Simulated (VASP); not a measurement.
# Au (P6_3/mmc) in VASP: notebook, part 2 of 2

VASP 6.6.1. Earlier steps stand in the parts before.

## (3) Single point, PBEsol (volume scaled by 0.94)

Contents of INCAR:

```
SYSTEM = Au
  PREC = Accurate
  ENCUT = 520
  EDIFF = 1E-6
  ISMEAR = -1
  SIGMA = 0.05
  LREAL = .False.
  LASPH = .True.
  NELM = 60
  ALGO = Normal
  ISIF = 2
  LWAVE = .False.
  LCHARG = .False.
  GGA = PS
  NBANDS = 18
```

Contents of KPOINTS:

```
regular mesh
0
Gamma
  11 11 6
  0 0 0
```

Contents of POSCAR:

```
Au
1.0
    2.8407997153      0.0000000000      0.0000000000
   -1.4203998576      2.4602047205      0.0000000000
    0.0000000000      0.0000000000      4.7803802105
Au
2
Direct
    0.6666666667      0.3333333333      0.2500000000
    0.3333333333      0.6666666667      0.7500000000
```

Potentials or basis: VASP PAW PBE potentials, release 64 (Au).

Command:

```
$ cat potpaw_PBE.64/Au/POTCAR > POTCAR
$ mpirun -np 1 vasp_std > vasp.out
```

OUTCAR:

```text
SYSTEM = Au
   PREC = Accurate
   ENCUT = 520
   EDIFF = 1E-6
   ISMEAR = -1
   LREAL = .False.
   LASPH = .True.
   NELM = 60
   ISIF = 2
   GGA = PS

 ion  position               nearest neighbor table
   1  0.667  0.333  0.250-   2 2.90   2 2.90   2 2.90   2 2.90   2 2.90   2 2.90
   2  0.333  0.667  0.750-   1 2.90   1 2.90   1 2.90   1 2.90   1 2.90   1 2.90

  LATTYP: Found a hexagonal cell.
 ALAT       =     2.8407997153
 C/A-ratio  =     1.6827586207

  Lattice vectors:

 A1 = (   2.8407997153,   0.0000000000,   0.0000000000)
 A2 = (  -1.4203998576,   2.4602047205,   0.0000000000)
 A3 = (   0.0000000000,   0.0000000000,   4.7803802105)

Analysis of symmetry for initial positions (statically):
=====================================================================
 Subroutine PRICEL returns:
 Original cell was already a primitive cell.

 Routine SETGRP: Setting up the symmetry group for a
 hexagonal supercell.

 Subroutine GETGRP returns: Found 24 space group operations
 (whereof 12 operations were pure point group operations)
 out of a pool of 24 trial point group operations.

The static configuration has the point symmetry D_3d.
[... 162 lines left out ...]

 E-fermi :   9.5641     XC(G=0): -13.0029

 val. band max:        9.5525486942   @ k =   0.0909   0.0000   0.0000
 cond. band min:       9.5862947068   @ k =   0.1818   0.1818   0.3333
 fundamental gap:      0.0337460127
 Fermi energy:         9.5641339521

 k-point     1 :       0.0000    0.0000    0.0000
  band No.  band energies     occupation
      1      -0.5218      2.00000
      2       1.9970      2.00000
      3       4.6207      2.00000
      4       4.9333      2.00000
      5       4.9333      2.00000
      6       5.2576      2.00000
[... 481 lines left out ...]
      5       4.7115      2.00000
      6       5.1762      2.00000
[... 10 lines left out ...]
     17      25.7915      0.00000
     18      27.2877      0.00000

 [... further k-points ...]

------------------------ aborting loop because EDIFF is reached ----------------------------------------

  FORCE on cell =-STRESS in cart. coord.  units (eV):
  Direction    XX          YY          ZZ          XY          YZ          ZX
  --------------------------------------------------------------------------------------
  -------------------------------------------------------------------------------------
  Total        0.7809844      0.7809844      0.4586581      0.0000000     -0.0000000      0.0000000
  in kB       37.4523107     37.4523107     21.9950707      0.0000000     -0.0000000      0.0000000
  external PRESSURE =      32.2998974 kB  Pullay stress =       0.0000000 kB

 VOLUME and BASIS-vectors are now :
 -----------------------------------------------------------------------------
  energy-cutoff  :      520.00
  volume of cell :       33.41
      direct lattice vectors                 reciprocal lattice vectors
     2.840799715  0.000000000  0.000000000     0.352013553  0.203235119  0.000000000
    -1.420399858  2.460204721  0.000000000     0.000000000  0.406470239  0.000000000
     0.000000000  0.000000000  4.780380210     0.000000000  0.000000000  0.209188382

 POSITION                                       TOTAL-FORCE (eV/Angst)
 -----------------------------------------------------------------------------------
      1.42040      0.82007      1.19510         0.000000      0.000000      0.000000
     -0.00000      1.64014      3.58529        -0.000000     -0.000000      0.000000
 -----------------------------------------------------------------------------------
    total drift:                               -0.000000      0.000000     -0.000000

  FREE ENERGIE OF THE ION-ELECTRON SYSTEM (eV)
  ---------------------------------------------------
  free  energy   TOTEN  =        -7.8328780818 eV

  energy  without entropy=       -7.8244521394  energy(sigma->0) =       -7.82866511
```

OSZICAR:

```text
N       E                     dE             d eps       ncg     rms          rms(c)
DAV:   1     0.122343848372E+03    0.12234E+03   -0.11728E+04  2312   0.120E+03
DAV:   2    -0.633724504869E+01   -0.12868E+03   -0.12244E+03  2438   0.262E+02
DAV:   3    -0.850761737843E+01   -0.21704E+01   -0.21572E+01  2680   0.342E+01
DAV:   4    -0.851682032526E+01   -0.92029E-02   -0.92020E-02  2536   0.236E+00
DAV:   5    -0.851690072397E+01   -0.80399E-04   -0.80398E-04  2610   0.235E-01    0.144E+01
DAV:   6    -0.788784402137E+01    0.62906E+00   -0.11279E+00  2370   0.982E+00    0.883E+00
DAV:   7    -0.783930800254E+01    0.48536E-01   -0.13798E-01  2514   0.340E+00    0.348E+00
DAV:   8    -0.783292492949E+01    0.63831E-02   -0.14349E-02  2396   0.104E+00    0.491E-01
DAV:   9    -0.783286963070E+01    0.55299E-04   -0.85999E-05  2568   0.835E-02    0.293E-02
DAV:  10    -0.783287778294E+01   -0.81522E-05   -0.27147E-06  2452   0.149E-02    0.352E-03
DAV:  11    -0.783287808175E+01   -0.29881E-06   -0.33081E-07  1250   0.465E-03
   1 F= -.78328781E+01 E0= -.78286651E+01  d E =-.842594E-02
```

Run time: 24 s. Hardware: 1 thread of Intel Xeon 6975P-C, shared host; peak memory 0.17 GiB.

Results:

```
Free energy            : -7.8329 eV
Pressure               : 3.2 GPa
Band gap on the k mesh : zero (band 11 reaches 13.41 eV, above the bottom of band 12 at 6.93 eV)
```

Stress tensor (GPa, compression positive):
```
3.75 0.00 0.00
0.00 3.75 0.00
0.00 0.00 2.20
```

Levels at points of the mesh, in eV from the Fermi level:
```
           k point  band 7  band 8  band 9  band 10  band 11  band 12  band 13  band 14  band 15  band 16
(0.00, 0.00, 0.00)   -4.31   -3.57   -3.57    -2.15    -2.15    -1.29     2.78    14.60    15.71    16.83
(0.00, 0.00, 0.50)   -4.67   -4.67   -2.63    -2.63    -2.63    -2.63    10.73    10.73    14.92    14.92
```

Caveat: the PAW data sets were made with another functional, which shifts forces and pressure a little; spin-orbit coupling is left out, which moves the levels of the heavy elements.
